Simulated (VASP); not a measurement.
# W in VASP: further runs, part 2 of 2

VASP 6.6.1.

### 4 Electric field gradients, PBE (volume scaled by 0.94)

File INCAR:

```
SYSTEM = W
  ALGO = Normal
  EDIFF = 1E-8
  ENCUT = 520
  GGA = PE
  ISIF = 2
  ISMEAR = -1
  LASPH = .True.
  LCHARG = .False.
  LEFG = .True.
  LREAL = .False.
  LWAVE = .False.
  NBANDS = 13
  NELM = 80
  PREC = Accurate
  SIGMA = 0.05
```

File KPOINTS:

```
k-points
0
Gamma
  14 14 14
  0 0 0
```

File POSCAR:

```
W
1.0
    0.0000000000      1.9885598007      1.9885598007
    1.9885598007      0.0000000000      1.9885598007
    1.9885598007      1.9885598007      0.0000000000
W
1
Direct
    0.0000000000      0.0000000000      0.0000000000
```

Potentials or basis: VASP PAW PBE potentials, release 64 (W_sv).

The run is started by

```console
$ cat potpaw_PBE.64/W_sv/POTCAR > POTCAR
$ mpirun -np 1 vasp_std > vasp.out
```

OUTCAR:

```text
SYSTEM = W
   EDIFF = 1E-8
   ENCUT = 520
   GGA = PE
   ISIF = 2
   ISMEAR = -1
   LASPH = .True.
   LREAL = .False.
   NELM = 80
   PREC = Accurate

 ion  position               nearest neighbor table
   1  0.000  0.000  0.000-

  LATTYP: Found a face centered cubic cell.
 ALAT       =     3.9771196014

  Lattice vectors:

 A1 = (   0.0000000000,   1.9885598007,   1.9885598007)
 A2 = (   1.9885598007,   0.0000000000,   1.9885598007)
 A3 = (   1.9885598007,   1.9885598007,   0.0000000000)

Analysis of symmetry for initial positions (statically):
=====================================================================
 Subroutine PRICEL returns:
 Original cell was already a primitive cell.

 Routine SETGRP: Setting up the symmetry group for a
 face centered cubic supercell.

 Subroutine GETGRP returns: Found 48 space group operations
 (whereof 48 operations were pure point group operations)
 out of a pool of 48 trial point group operations.

The static configuration has the point symmetry O_h .

Analysis of symmetry for dynamics (positions and initial velocities):
=====================================================================
 Subroutine PRICEL returns:
 Original cell was already a primitive cell.

 Routine SETGRP: Setting up the symmetry group for a
 face centered cubic supercell.

 Subroutine GETGRP returns: Found 48 space group operations
 (whereof 48 operations were pure point group operations)
 out of a pool of 48 trial point group operations.

The dynamic configuration has the point symmetry O_h .
[... 153 lines left out ...]
  band No.  band energies     occupation
      1     -62.5089      2.00000
      2     -26.0809      2.00000
      3     -26.0809      2.00000
      4     -26.0809      2.00000
      5       1.8707      2.00000
      6      10.4717      1.99998
      7      10.4717      1.99998
      8      10.4717      1.99998
      9      13.7932      0.00000
     10      13.7932      0.00000
     11      23.9208      0.00000
     12      29.3535      0.00000
     13      29.3535      0.00000
[... 354 lines left out ...]
  band No.  band energies     occupation
      1     -62.4326      2.00000
      2     -26.7567      2.00000
      3     -26.2626      2.00000
      4     -26.2493      2.00000
      5       4.7048      2.00000
      6       8.6440      2.00000
      7      10.6664      1.99920
      8      11.7031      0.00000
      9      13.1622      0.00000
     10      14.9072      0.00000
     11      25.9757      0.00000
     12      29.1178      0.00000
     13      31.5091      0.00000

 [... further k-points ...]
[... 5 lines left out ...]
  --------------------------------------------------------------------------------------
  -------------------------------------------------------------------------------------
  Total        1.4401773      1.4401773      1.4401773      0.0000000      0.0000000      0.0000000
  in kB      146.7170440    146.7170440    146.7170440      0.0000000      0.0000000      0.0000000
  external PRESSURE =     146.7170440 kB  Pullay stress =       0.0000000 kB

 VOLUME and BASIS-vectors are now :
 -----------------------------------------------------------------------------
  energy-cutoff  :      520.00
  volume of cell :       15.73
      direct lattice vectors                 reciprocal lattice vectors
     0.000000000  1.988559801  1.988559801    -0.251438252  0.251438252  0.251438252
     1.988559801  0.000000000  1.988559801     0.251438252 -0.251438252  0.251438252
     1.988559801  1.988559801  0.000000000     0.251438252  0.251438252 -0.251438252

 POSITION                                       TOTAL-FORCE (eV/Angst)
 -----------------------------------------------------------------------------------
      0.00000      0.00000      0.00000        -0.000000     -0.000000     -0.000000
 -----------------------------------------------------------------------------------
    total drift:                               -0.000000      0.000000      0.000000

  FREE ENERGIE OF THE ION-ELECTRON SYSTEM (eV)
  ---------------------------------------------------
  free  energy   TOTEN  =       -12.4439405580 eV

  energy  without entropy=      -12.4341652459  energy(sigma->0) =      -12.43905290

 Electric field gradients (V/A^2)
---------------------------------------------------------------------
 ion       V_xx      V_yy      V_zz      V_xy      V_xz      V_yz
---------------------------------------------------------------------
   1       0.000    -0.000     0.000     0.000     0.000     0.000
---------------------------------------------------------------------

 Electric field gradients after diagonalization (V/A^2)
 (convention: |V_zz| > |V_xx| > |V_yy|)
----------------------------------------------------------------------
 ion       V_xx      V_yy      V_zz     asymmetry (V_yy - V_xx)/ V_zz
----------------------------------------------------------------------
   1      -0.000    -0.000     0.000       0.000
----------------------------------------------------------------------

           NMR quadrupolar parameters

 Cq : quadrupolar parameter    Cq=e*Q*V_zz/h
 eta: asymmetry parameters     (V_yy - V_xx)/ V_zz
 Q  : nuclear electric quadrupole moment in mb (millibarn)
----------------------------------------------------------------------
 ion       Cq(MHz)       eta       Q (mb)
----------------------------------------------------------------------
   1       0.000       0.000       1.000
----------------------------------------------------------------------
```

stdout:

```text
POSCAR found type information on POSCAR W
 POSCAR found :  1 types and       1 ions
 scaLAPACK will be used
 LDA part: xc-table for (Slater+PW92), standard interpolation
 POSCAR, INCAR and KPOINTS ok, starting setup
 FFT: planning ... GRIDC
 FFT: planning ... GRID_SOFT
 FFT: planning ... GRID
 WAVECAR not read
 entering main loop
ion   1
```

Wall time 32 s (1 thread of Intel Xeon 8259CL, shared host); peak memory 0.15 GiB.

Results:

* Free energy: -12.4439 eV
* Pressure: 14.7 GPa
* Band gap on the k mesh: zero (band 7 reaches 14.38 eV, above the bottom of band 8 at 10.47 eV)

Caveat: without QUAD_EFG the Cq values of the log hold for a quadrupole moment of 1 mb, not for the nuclei; spin-orbit coupling is left out, which moves the levels of the heavy elements.

### 5 Electric field gradients, PBE (volume scaled by 0.98)

File INCAR:

```
PREC     = Accurate       # precision mode
ENCUT    = 520            # plane-wave cutoff, eV
EDIFF    = 1E-8           # SCF threshold, eV
ISMEAR   = -1             # smearing method
SIGMA    = 0.05           # smearing width, eV
LREAL    = False          # projectors in reciprocal space
LASPH    = True           # aspherical terms in the spheres
NELM     = 60             # most SCF steps
ALGO     = Normal         # electronic algorithm
ISIF     = 2              # what is computed and relaxed
LWAVE    = False          # write WAVECAR
LCHARG   = False          # write CHGCAR
GGA      = PE             # functional
LEFG     = True         
NBANDS   = 13             # bands
```

File KPOINTS:

```
regular mesh
0
Gamma
  14 14 14
```

File POSCAR:

```
W
1.0
    0.0000000000      2.0163754284      2.0163754284
    2.0163754284      0.0000000000      2.0163754284
    2.0163754284      2.0163754284      0.0000000000
W
1
Direct
    0.0000000000      0.0000000000      0.0000000000
```

Potentials or basis: VASP PAW PBE potentials, release 64 (W_sv).

The run is started by

```console
$ cat potpaw_PBE.64/W_sv/POTCAR > POTCAR
$ mpirun -np 1 vasp_std > vasp.out
```

OUTCAR:

```text
PREC = Accurate
   ENCUT = 520
   EDIFF = 1E-8
   ISMEAR = -1
   LREAL = False
   LASPH = True
   NELM = 60
   ISIF = 2
   GGA = PE

 ion  position               nearest neighbor table
   1  0.000  0.000  0.000-

  LATTYP: Found a face centered cubic cell.
 ALAT       =     4.0327508568

  Lattice vectors:

 A1 = (   0.0000000000,   2.0163754284,   2.0163754284)
 A2 = (   2.0163754284,   0.0000000000,   2.0163754284)
 A3 = (   2.0163754284,   2.0163754284,   0.0000000000)

Analysis of symmetry for initial positions (statically):
=====================================================================
 Subroutine PRICEL returns:
 Original cell was already a primitive cell.

 Routine SETGRP: Setting up the symmetry group for a
 face centered cubic supercell.

 Subroutine GETGRP returns: Found 48 space group operations
 (whereof 48 operations were pure point group operations)
 out of a pool of 48 trial point group operations.

The static configuration has the point symmetry O_h .

Analysis of symmetry for dynamics (positions and initial velocities):
=====================================================================
 Subroutine PRICEL returns:
 Original cell was already a primitive cell.

 Routine SETGRP: Setting up the symmetry group for a
 face centered cubic supercell.

 Subroutine GETGRP returns: Found 48 space group operations
 (whereof 48 operations were pure point group operations)
 out of a pool of 48 trial point group operations.

The dynamic configuration has the point symmetry O_h .

 Subroutine INISYM returns: Found 48 space group operations
 (whereof 48 operations are pure point group operations),
 and found     1 'primitive' translations

----------------------------------------------------------------------------------------

                                     Primitive cell

  volume of cell :      16.3962

  direct lattice vectors                    reciprocal lattice vectors
     0.000000000  2.016375428  2.016375428    -0.247969695  0.247969695  0.247969695
     2.016375428  0.000000000  2.016375428     0.247969695 -0.247969695  0.247969695
     2.016375428  2.016375428  0.000000000     0.247969695  0.247969695 -0.247969695

  length of vectors
     2.851585478  2.851585478  2.851585478     0.429496110  0.429496110  0.429496110

  position of ions in fractional coordinates (direct lattice)
     0.000000000  0.000000000  0.000000000

  ion indices of the primitive-cell ions
   primitive index   ion index
                 1           1

----------------------------------------------------------------------------------------

 KPOINTS: regular mesh

Automatic generation of k-mesh.
 Grid dimensions read from file:
 generate k-points for:   14   14   14

 Generating k-lattice:
[... 65 lines left out ...]
   NSW    =      0    number of steps for IOM
   IBRION =     -1    ionic relax: 0-MD 1-quasi-New 2-CG
   NFREE  =      0    steps in history (QN), initial steepest desc. (CG)
   ISIF   =      2    stress and relaxation
   ISYM   =      2    0-nonsym 1-usesym 2-fastsym
   POTIM  = 0.5000    time-step for ionic-motion
   TEBEG  =    0.0;   TEEND  =   0.0 temperature during run
   PSTRESS=    0.0 pullay stress
   NELECT =      14.0000    total number of electrons
   NUPDOWN=      -1.0000    fix difference up-down
   EMIN   =  10.00;   EMAX   =-10.00  energy-range for DOS
   EFERMI =   0.00;   METHOD = LEGACY
   ISMEAR =    -1;   SIGMA  =   0.05  broadening in eV -4-tet -1-fermi 0-gaus
   EFERMI_NEDOS =   21; number of points for ismear=-14 and -15
   IALGO  =     38    algorithm
   IMIX   =      4    mixing-type and parameters
     AMIX     =   0.40;   BMIX     =  1.00
     AMIX_MAG =   1.60;   BMIX_MAG =  1.00
  volume/ion in A,a.u.               =      16.40       110.65
  Fermi-wavevector in a.u.,A,eV,Ry     =   1.553112  2.934956 32.819388  2.412157
  Thomas-Fermi vector in A             =   2.657390
   LORBIT       =      0    0 simple, 1 ext, 2 COOP (PROOUT), +10 PAW based schemes
   GGA     = PE    functional components
   LHFCALC =     F    Hartree Fock is set to
   AEXX    =    0.0000 exact exchange contribution
   IVDW    =     0    specifies the selected vdW correction
   LEPSILON=     F    determine dielectric tensor
   LRPA    =     F    only Hartree local field effects (RPA)
 non-spin polarized calculation
  energy-cutoff  :      520.00
  volume of cell :       16.40
 maximum number of plane-waves:       459
 NGX is ok and might be reduce to    24
   NGX = 11   NGY = 11   NGZ = 11

 number of electron      14.0000002 magnetization

 Free energy of the ion-electron system (eV)
  ---------------------------------------------------
  ext. energy  EPLUGINS =         0.00000000
  ---------------------------------------------------
  free energy    TOTEN  =       -12.47694817 eV

  energy without entropy =      -12.46661005  energy(sigma->0) =      -12.47177911

 E-fermi :  10.4836     XC(G=0): -13.4406

 val. band max:       10.4738683589   @ k =  -0.4286   0.1429   0.0714
 cond. band min:      10.4898557971   @ k =  -0.1429   0.0714   0.0000
 fundamental gap:      0.0159874383
 Fermi energy:        10.4836451316

 k-point     1 :       0.0000    0.0000    0.0000
  band No.  band energies     occupation
      1     -63.1699      2.00000
      2     -26.7994      2.00000
      3     -26.7994      2.00000
      4     -26.7994      2.00000
      5       1.5045      2.00000
      6       9.9435      1.99996
      7       9.9435      1.99996
      8       9.9435      1.99996
      9      13.0729      0.00000
     10      13.0729      0.00000
     11      23.2890      0.00000
     12      28.5125      0.00000
     13      28.5125      0.00000
[... 354 lines left out ...]
  band No.  band energies     occupation
      1     -63.1066      2.00000
      2     -27.3848      2.00000
      3     -26.9578      2.00000
      4     -26.9461      2.00000
      5       4.2344      2.00000
      6       8.2054      2.00000
      7      10.1392      1.99797
      8      11.1073      0.00001
      9      12.4822      0.00000
     10      14.1261      0.00000
     11      25.1167      0.00000
     12      28.0886      0.00000
     13      30.3364      0.00000

 [... further k-points ...]
[... 5 lines left out ...]
  --------------------------------------------------------------------------------------
  -------------------------------------------------------------------------------------
  Total        0.1452365      0.1452365      0.1452365     -0.0000000     -0.0000000      0.0000000
  in kB       14.1919566     14.1919566     14.1919566     -0.0000000     -0.0000000      0.0000000
  external PRESSURE =      14.1919566 kB  Pullay stress =       0.0000000 kB

 VOLUME and BASIS-vectors are now :
 -----------------------------------------------------------------------------
  energy-cutoff  :      520.00
  volume of cell :       16.40
      direct lattice vectors                 reciprocal lattice vectors
     0.000000000  2.016375428  2.016375428    -0.247969695  0.247969695  0.247969695
     2.016375428  0.000000000  2.016375428     0.247969695 -0.247969695  0.247969695
     2.016375428  2.016375428  0.000000000     0.247969695  0.247969695 -0.247969695

 POSITION                                       TOTAL-FORCE (eV/Angst)
 -----------------------------------------------------------------------------------
      0.00000      0.00000      0.00000        -0.000000      0.000000     -0.000000
 -----------------------------------------------------------------------------------
    total drift:                                0.000000      0.000000      0.000000

  FREE ENERGIE OF THE ION-ELECTRON SYSTEM (eV)
  ---------------------------------------------------
  free  energy   TOTEN  =       -12.4769481653 eV

  energy  without entropy=      -12.4666100492  energy(sigma->0) =      -12.47177911

 Electric field gradients (V/A^2)
---------------------------------------------------------------------
 ion       V_xx      V_yy      V_zz      V_xy      V_xz      V_yz
---------------------------------------------------------------------
   1       0.000    -0.000    -0.000    -0.000    -0.000    -0.000
---------------------------------------------------------------------

 Electric field gradients after diagonalization (V/A^2)
 (convention: |V_zz| > |V_xx| > |V_yy|)
----------------------------------------------------------------------
 ion       V_xx      V_yy      V_zz     asymmetry (V_yy - V_xx)/ V_zz
----------------------------------------------------------------------
   1       0.000     0.000    -0.000       0.000
----------------------------------------------------------------------

           NMR quadrupolar parameters

 Cq : quadrupolar parameter    Cq=e*Q*V_zz/h
 eta: asymmetry parameters     (V_yy - V_xx)/ V_zz
 Q  : nuclear electric quadrupole moment in mb (millibarn)
----------------------------------------------------------------------
 ion       Cq(MHz)       eta       Q (mb)
----------------------------------------------------------------------
   1      -0.000       0.000       1.000
----------------------------------------------------------------------
```

Wall time 36 s (1 thread of Intel Xeon 8259CL, shared host); peak memory 0.15 GiB.

What came out:

```yaml
Free_energy: -12.4769 eV
Pressure: 1.4 GPa
Band_gap_on_the_k_mesh: zero (band 7 reaches 13.55 eV, above the bottom of band 8 at 9.94 eV)
```

Caveat: without QUAD_EFG the Cq values of the log hold for a quadrupole moment of 1 mb, not for the nuclei; spin-orbit coupling is left out, which moves the levels of the heavy elements.

### 6 Overview

| cell | gap on the mesh (eV) | pressure (GPa) |
| --- | --- | --- |
| a = 2.842, b = 2.842, c = 2.813 Å, angles 60.3, 60.3, 59.3°, 1 atom | none | 7.6 |
| a = 2.885, b = 2.885, c = 2.900 Å, angles 59.8, 59.8, 60.3°, 1 atom | none | -9.4 |
| a = 2.812 Å, angles 60.0°, 1 atom | none | 14.7 |
| a = 2.852 Å, angles 60.0°, 1 atom | none | 1.4 |

Alike in all rows: task electric field gradients; level PBE; potentials or basis VASP PAW PBE potentials, release 64 (W_sv); no spin polarisation; k mesh 14 × 14 × 14; cutoff (eV) 520; smearing fermi-dirac 0.05 eV.

Caveats: spin-orbit coupling is left out, which moves the levels of the heavy elements.

Absolute energies hang on the potentials; compare differences alone.
